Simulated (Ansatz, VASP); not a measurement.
Two plane-wave programs on Al3FeCo2

File INCAR:

```
SYSTEM = Al3FeCo2
PREC = Accurate
ENCUT = 520
EDIFF = 1E-6
ISMEAR = 0
SIGMA = 0.2
LREAL = .False.
LASPH = .True.
NELM = 80
ALGO = Fast
ISIF = 2
LWAVE = .False.
LCHARG = .False.
GGA = PE
NBANDS = 47
```

File KPOINTS:

```
regular mesh
0
Gamma
  6 4 4
  0 0 0
```

POSCAR

```
Al3FeCo2
1.0
   -2.0195528910      3.4979682157      0.0000000000
    0.0000000000      0.0000000000      4.9439719602
    6.0586586729      3.4979682157      0.0000000000
Al Fe Co
6 2 4
Direct
    1.0000000000      0.0000000000      0.0000000000
    0.5000000000      0.0000000000      0.5000000000
    0.0000000000      0.3343567781      0.3333333333
    0.5000000000      0.3343567781      0.8333333333
    0.5000000000      0.6656432219      0.1666666667
    0.0000000000      0.6656432219      0.6666666667
    1.0000000000      0.5000000000      0.0000000000
    0.5000000000      0.5000000000      0.5000000000
    0.5000000000      0.1654328475      0.1666666667
    0.0000000000      0.1654328475      0.6666666667
    0.0000000000      0.8345671525      0.3333333333
    0.5000000000      0.8345671525      0.8333333333
```

Input for Ansatz:

```yaml
crystal:
  lattice:
    - [-2.019552891, 3.4979682157, 0.0]
    - [0.0, 0.0, 4.9439719602]
    - [6.0586586729, 3.4979682157, 0.0]
  atoms:
    - { symbol: Al, position: [1.0, 0.0, 0.0] }
    - { symbol: Al, position: [0.5, 0.0, 0.5] }
    - { symbol: Al, position: [0.0, 0.3343567781, 0.3333333333] }
    - { symbol: Al, position: [0.5, 0.3343567781, 0.8333333333] }
    - { symbol: Al, position: [0.5, 0.6656432219, 0.1666666667] }
    - { symbol: Al, position: [0.0, 0.6656432219, 0.6666666667] }
    - { symbol: Fe, position: [1.0, 0.5, 0.0] }
    - { symbol: Fe, position: [0.5, 0.5, 0.5] }
    - { symbol: Co, position: [0.5, 0.1654328475, 0.1666666667] }
    - { symbol: Co, position: [0.0, 0.1654328475, 0.6666666667] }
    - { symbol: Co, position: [0.0, 0.8345671525, 0.3333333333] }
    - { symbol: Co, position: [0.5, 0.8345671525, 0.8333333333] }
basis:
  ecutwfc: 420
kpoints:
  mp_grid: { grid: [6, 4, 4] }
hamiltonian:
  xc: pbe
scf:
  occupations: { method: gaussian, width: 0.2 }
  lower_state_search: "off"
output:
  forces: true
  stress: true
  eigenvalues: true
```

Alike in both runs: task single point; functional PBE; k mesh 6 × 4 × 4; occupations gaussian, width 0.2 eV; no spin polarisation.

|  | VASP | Ansatz |
| --- | --- | --- |
| version | VASP 6.6.1 | Ansatz 0.2.0 |
| potentials or method | VASP PAW PBE potentials, release 64 (Al, Fe, Co), cutoff 520 eV | scalar-relativistic, plane waves, PAW |
| valence electrons in the cell | 70 | 118 |

```csv
,VASP,Ansatz,Ansatz less VASP
gap on the k mesh at the Fermi level (eV),none,none,-
pressure (GPa),0.1,0.1,+0.03
rms of the force components (eV/Å),0.006,0.007,+0.0012
```

Atom by atom the forces differ by 0.001 eV/Å (rms over components). A gap of «none» marks a metal or a gap that the smearing closes. VASP's potentials hold 70 valence electrons a cell and Ansatz's 118, so a difference there can come from the potentials and not from the codes.
